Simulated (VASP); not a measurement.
# AgO (I-4m2) in VASP: notebook

Runs on AgO. Level: PBEsol. Tasks: single point.

Everything below comes from runs of VASP 6.6.1. Logs are shortened: lines on timing, memory, paths and dates and some standing lists are left out, and cuts for length are marked.

**1. The cell of the first run**

It takes space group I-4m2 (No. 119, tetragonal). The conventional cell has a = 3.299 Å, b = 3.299 Å, c = 5.132 Å, α = 90.00°, β = 90.00°, γ = 90.00°. Within 2.8 Å of Ag (site symmetry -4m2) lie 4 O at 2.09 Å. Within 2.8 Å of O (site symmetry -4m2) lie 4 Ag at 2.09 Å.

**2. Single point, PBEsol**

INCAR

```
SYSTEM = AgO
PREC     = Accurate       ! precision mode
ENCUT    = 520            ! plane-wave cutoff, eV
EDIFF    = 1E-6           ! SCF threshold, eV
ISMEAR   = 0              ! smearing method
SIGMA    = 0.15           ! smearing width, eV
LREAL    = .FALSE.        ! projectors in reciprocal space
LASPH    = .TRUE.         ! aspherical terms in the spheres
NELM     = 60             ! most SCF steps
ALGO     = Normal         ! electronic algorithm
ISIF     = 2              ! what is computed and relaxed
LWAVE    = .FALSE.        ! write WAVECAR
LCHARG   = .TRUE.         ! write CHGCAR
GGA      = PS             ! functional
LELF     = .TRUE.         ! ELF
LVHAR    = .TRUE.       
NBANDS   = 16             ! bands
```

KPOINTS

```
Automatic mesh
0
G
  18 18 18
  0 0 0
```

POSCAR

```
AgO
1.0
    0.0000000000      2.3327001692      2.5659701861
    2.3327001692      0.0000000000      2.5659701861
    2.3327001692      2.3327001692      0.0000000000
Ag O
1 1
Direct
    0.0000000000      0.0000000000      0.0000000000
    0.7500000000      0.7500000000      0.7500000000
```

Potentials or basis: VASP PAW PBE potentials, release 64 (Ag, O).

Run with:

```bash
$ cat potpaw_PBE.64/Ag/POTCAR potpaw_PBE.64/O/POTCAR > POTCAR
$ mpirun -np 1 vasp_std > vasp.out
```

OUTCAR:

```text
SYSTEM = AgO
   PREC = Accurate
   ENCUT = 520
   EDIFF = 1E-6
   ISMEAR = 0
   LREAL = .FALSE.
   LASPH = .TRUE.
   NELM = 60
   ISIF = 2
   GGA = PS

 ion  position               nearest neighbor table
   1  0.000  0.000  0.000-   2 2.09   2 2.09   2 2.09   2 2.09
   2  0.750  0.750  0.750-   1 2.09   1 2.09   1 2.09   1 2.09

  LATTYP: Found a body centered tetragonal cell.
 ALAT       =     3.2989362162
 C/A-ratio  =     1.5556349186

  Lattice vectors:

 A1 = (  -2.3327001692,   0.0000000000,   2.5659701861)
 A2 = (   2.3327001692,   0.0000000000,   2.5659701861)
 A3 = (   0.0000000000,   2.3327001692,  -2.5659701861)

Analysis of symmetry for initial positions (statically):
=====================================================================
 Subroutine PRICEL returns:
 Original cell was already a primitive cell.

 Routine SETGRP: Setting up the symmetry group for a
 body centered tetragonal supercell.

 Subroutine GETGRP returns: Found  8 space group operations
 (whereof  8 operations were pure point group operations)
 out of a pool of 16 trial point group operations.

The static configuration has the point symmetry D_2d.

Analysis of symmetry for dynamics (positions and initial velocities):
=====================================================================
 Subroutine PRICEL returns:
 Original cell was already a primitive cell.

 Routine SETGRP: Setting up the symmetry group for a
 body centered tetragonal supercell.

 Subroutine GETGRP returns: Found  8 space group operations
 (whereof  8 operations were pure point group operations)
 out of a pool of 16 trial point group operations.

The dynamic configuration has the point symmetry D_2d.

 Subroutine INISYM returns: Found  8 space group operations
 (whereof  8 operations are pure point group operations),
 and found     1 'primitive' translations

----------------------------------------------------------------------------------------

                                     Primitive cell

  volume of cell :      27.9254

  direct lattice vectors                    reciprocal lattice vectors
     0.000000000  2.332700169  2.565970186    -0.214343878  0.214343878  0.194858071
     2.332700169  0.000000000  2.565970186     0.214343878 -0.214343878  0.194858071
     2.332700169  2.332700169  0.000000000     0.214343878  0.214343878 -0.194858071

  length of vectors
     3.467808108  3.467808108  3.298936216     0.360355746  0.360355746  0.360355746

[... 75 lines left out ...]
   LNONCOLLINEAR =      F non collinear calculations
   LSORBIT =      F    spin-orbit coupling
   LASPH  =      T    aspherical Exc in radial PAW
   ENCUT  =  520.0 eV  38.22 Ry    6.18 a.u.   6.45  6.45  6.13*2*pi/ulx,y,z
   NELM   =     60;   NELMIN=  2; NELMDL= -5     # of ELM steps
   EDIFF  = 0.1E-05   stopping-criterion for ELM
   LREAL  =      F    real-space projection
   EDIFFG = 0.1E-04   stopping-criterion for IOM
   NSW    =      0    number of steps for IOM
   IBRION =     -1    ionic relax: 0-MD 1-quasi-New 2-CG
   NFREE  =      0    steps in history (QN), initial steepest desc. (CG)
   ISIF   =      2    stress and relaxation
   ISYM   =      2    0-nonsym 1-usesym 2-fastsym
   POTIM  = 0.5000    time-step for ionic-motion
   TEBEG  =    0.0;   TEEND  =   0.0 temperature during run
   PSTRESS=    0.0 pullay stress
   NELECT =      17.0000    total number of electrons
   NUPDOWN=      -1.0000    fix difference up-down
   EMIN   =  10.00;   EMAX   =-10.00  energy-range for DOS
   EFERMI =   0.00;   METHOD = LEGACY
   ISMEAR =     0;   SIGMA  =   0.15  broadening in eV -4-tet -1-fermi 0-gaus
   EFERMI_NEDOS =   21; number of points for ismear=-14 and -15
   IALGO  =     38    algorithm
   IMIX   =      4    mixing-type and parameters
     AMIX     =   0.40;   BMIX     =  1.00
     AMIX_MAG =   1.60;   BMIX_MAG =  1.00
  volume/ion in A,a.u.               =      13.96        94.22
  Fermi-wavevector in a.u.,A,eV,Ry     =   1.387473  2.621944 26.192336  1.925082
  Thomas-Fermi vector in A             =   2.511691
   LORBIT       =      0    0 simple, 1 ext, 2 COOP (PROOUT), +10 PAW based schemes
   GGA     = PS    functional components
   LHFCALC =     F    Hartree Fock is set to
   AEXX    =    0.0000 exact exchange contribution
   IVDW    =     0    specifies the selected vdW correction
   LEPSILON=     F    determine dielectric tensor
   LRPA    =     F    only Hartree local field effects (RPA)
 non-spin polarized calculation
 Gauss-broadening in eV      SIGMA  =   0.15
  energy-cutoff  :      520.00
  volume of cell :       27.93
 maximum number of plane-waves:       766
 NGX is ok and might be reduce to    28
   NGX = 13   NGY = 13   NGZ = 13

 number of electron      16.9999997 magnetization

 Free energy of the ion-electron system (eV)
  ---------------------------------------------------
  ext. energy  EPLUGINS =         0.00000000
  ---------------------------------------------------
  free energy    TOTEN  =        -8.03061787 eV

  energy without entropy =       -8.00639516  energy(sigma->0) =       -8.01850652

 E-fermi :   4.8059     XC(G=0): -11.2975

 val. band max:        4.8051345465   @ k =   0.2778   0.0000   0.2778
 cond. band min:       4.8066123323   @ k =   0.5000   0.1667   0.1111
 fundamental gap:      0.0014777859
 Fermi energy:         4.8059355370

 k-point     1 :       0.0000    0.0000    0.0000
  band No.  band energies     occupation
      1     -13.5555      2.00000
      2      -1.3406      2.00000
      3      -1.1557      2.00000
      4      -1.1557      2.00000
      5       1.3569      2.00000
      6       1.6886      2.00000
[... 433 lines left out ...]
      3      -1.0242      2.00000
      4      -0.8980      2.00000
      5       1.5164      2.00000
      6       1.5420      2.00000
[... 8 lines left out ...]
     15      23.4883      0.00000
     16      24.2009      0.00000

 [... further k-points ...]
[... 5 lines left out ...]
  --------------------------------------------------------------------------------------
  -------------------------------------------------------------------------------------
  Total        1.5774742      1.5774742      2.0279892      0.0000000      0.0000000      0.0000000
  in kB       90.5051731     90.5051731    116.3527805      0.0000000      0.0000000      0.0000000
  external PRESSURE =      99.1210422 kB  Pullay stress =       0.0000000 kB

 VOLUME and BASIS-vectors are now :
 -----------------------------------------------------------------------------
  energy-cutoff  :      520.00
  volume of cell :       27.93
      direct lattice vectors                 reciprocal lattice vectors
     0.000000000  2.332700169  2.565970186    -0.214343878  0.214343878  0.194858071
     2.332700169  0.000000000  2.565970186     0.214343878 -0.214343878  0.194858071
     2.332700169  2.332700169  0.000000000     0.214343878  0.214343878 -0.194858071

 POSITION                                       TOTAL-FORCE (eV/Angst)
 -----------------------------------------------------------------------------------
      0.00000      0.00000      0.00000        -0.000000     -0.000000      0.000000
      3.49905      3.49905      3.84896         0.000000      0.000000     -0.000000
 -----------------------------------------------------------------------------------
    total drift:                               -0.000000     -0.000000      0.000001

  FREE ENERGIE OF THE ION-ELECTRON SYSTEM (eV)
  ---------------------------------------------------
  free  energy   TOTEN  =        -8.0306178718 eV

  energy  without entropy=       -8.0063951606  energy(sigma->0) =       -8.01850652
```

OSZICAR:

```text
N       E                     dE             d eps       ncg     rms          rms(c)
DAV:   1     0.893556256149E+02    0.89356E+02   -0.84205E+03 15520   0.983E+02
DAV:   2    -0.755656285179E+01   -0.96912E+02   -0.88967E+02 18360   0.241E+02
DAV:   3    -0.999142012893E+01   -0.24349E+01   -0.24262E+01 18504   0.402E+01
DAV:   4    -0.100011348730E+02   -0.97147E-02   -0.97144E-02 20016   0.268E+00
DAV:   5    -0.100012128552E+02   -0.77982E-04   -0.77982E-04 18976   0.237E-01    0.147E+01
DAV:   6    -0.841106564711E+01    0.15901E+01   -0.76829E+00 17304   0.368E+01    0.123E+01
DAV:   7    -0.804903773723E+01    0.36203E+00   -0.12885E+00 16048   0.151E+01    0.721E+00
DAV:   8    -0.804074164705E+01    0.82961E-02   -0.26383E-01 16840   0.415E+00    0.907E-01
DAV:   9    -0.803116764741E+01    0.95740E-02   -0.13753E-02 19096   0.123E+00    0.300E-01
DAV:  10    -0.803063629300E+01    0.53135E-03   -0.33440E-03 16888   0.490E-01    0.102E-01
DAV:  11    -0.803063027091E+01    0.60221E-05   -0.23040E-04 19592   0.170E-01    0.530E-02
DAV:  12    -0.803061803995E+01    0.12231E-04   -0.39871E-05 17832   0.921E-02    0.623E-03
DAV:  13    -0.803061787179E+01    0.16816E-06   -0.25693E-06 16896   0.138E-02
   1 F= -.80306179E+01 E0= -.80185065E+01  d E =-.242227E-01
```

Run time: 6.7 min. Hardware: 1 thread of Intel Xeon 8259CL, shared host; peak memory 0.33 GiB.

What came out:

- Free energy: -8.0306 eV
- Pressure: 9.9 GPa
- Band gap on the k mesh: zero (an odd number of electrons rules out a gap without spin polarisation)

Caveat: the cell stands under pressure; the PAW data sets were made with another functional, which shifts forces and pressure a little; an odd number of electrons without spin polarisation forces a metal; a magnetic or distorted state may lie lower.

(Part 1 of 2 ends here.)
